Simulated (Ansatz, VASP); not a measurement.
# Fe: VASP beside Ansatz

```
Fe
1.0
     4.05246    0.00000    0.00000
    -2.02623    3.50953    0.00000
     0.00000    0.00000    2.48416
Fe
3
Direct
  0.00000 0.00000 0.00000
  0.33333 0.66667 0.50000
  0.66667 0.33333 0.50000
```

Alike in both runs: task relaxation of cell and atoms; functional RPBE; k mesh 9 × 9 × 13; occupations fermi-dirac, width 0.05 eV; collinear spin.

|  | VASP | Ansatz |
| --- | --- | --- |
| version | VASP 6.6.1 | Ansatz 0.2.0 |
| potentials or method | VASP PAW PBE potentials, release 64 (Fe), cutoff 600 eV | plane waves (420 eV) with PAW, scalar-relativistic |
| valence electrons in the cell | 24 | 48 |

Ansatz gave:

* net moment per atom (μB): 2.63
* size of the moment on the site where the two differ most (μB): 2.63
* relaxed volume (Å³/atom): 12.55
* relaxed length of the cell vector where the two differ most in proportion (Å): 4.237

Q: Which values does VASP return?

A: net moment per atom (μB): 0.53; size of the moment on the site where the two differ most (μB): 1.78; relaxed volume (Å³/atom): 11.40; relaxed length of the cell vector where the two differ most in proportion (Å): 4.042.

The net moments are unlike, so the other rows may belong to different states. VASP's potentials were made for PBE, not for RPBE. Site moments also hang on the region over which each program counts them. VASP's potentials hold 24 valence electrons a cell and Ansatz's 48, so a difference there can come from the potentials and not from the codes.
